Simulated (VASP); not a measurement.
# CaO: single point with LDA

Crystal: CaO.

```
CELL_PARAMETERS angstrom
0.00000 2.44900 2.41227
2.44900 0.00000 2.41227
2.44900 2.44900 0.00000
ATOMIC_POSITIONS crystal
Ca 0.00000 0.00000 0.00000
O 0.50000 0.50000 0.50000
```

This cell differs from its parent crystal: strain +0.000 along x and y, -0.015 along z.

| Quantity | Value |
| --- | --- |
| Program | VASP 6.6.1 |
| Task | single point |
| Functional | LDA |
| Potentials or basis | VASP PAW LDA potentials, release 64 (Ca_sv, O) |
| Cutoff | 520 eV |
| k mesh | 8 × 8 × 8 |
| Occupations | gaussian, width 0.05 eV |
| Spin | no spin polarisation |
| Dipole correction | no |
| Further INCAR settings | ALGO = Normal; EDIFF = 1e-07; NBANDS = 15 |

```json
{
  "Pressure": "-10.0 GPa",
  "Band gap on the k mesh": "3.42 eV, indirect (least direct gap 3.85 eV)"
}
```

Stress tensor (GPa, compression positive):
```
-10.53   0.00   0.00
  0.00 -10.53   0.00
  0.00   0.00  -8.82
```

Levels at points of the mesh, in eV from the valence-band top:
```
           k point  band 4  band 5  band 6  band 7  band 8  band 9  band 10  band 11  band 12  band 13
(0.00, 0.00, 0.00)  -18.32  -15.15   -0.03   -0.03    0.00    4.21     5.96     5.96     6.06     7.41
(0.50, 0.00, 0.00)  -18.37  -14.06   -2.63   -1.17   -1.17    6.74     7.98     8.06     8.07     9.99
(0.50, 0.50, 0.00)  -18.55  -14.90   -1.29   -0.43   -0.43    3.42     7.70     8.62     9.24     9.24
(0.50, 0.00, 0.50)  -18.53  -14.90   -1.38   -0.41   -0.38    3.47     7.68     8.63     9.18     9.29
```

It took 19 s on 1 thread of Intel(R) Xeon(R) Platinum 8488C (Sapphire Rapids), on a shared host, peak memory 0.16 GiB.

Caveat: the cell differs from its parent crystal (strain +0.000 along x and y, -0.015 along z). A k mesh can miss the band edges.
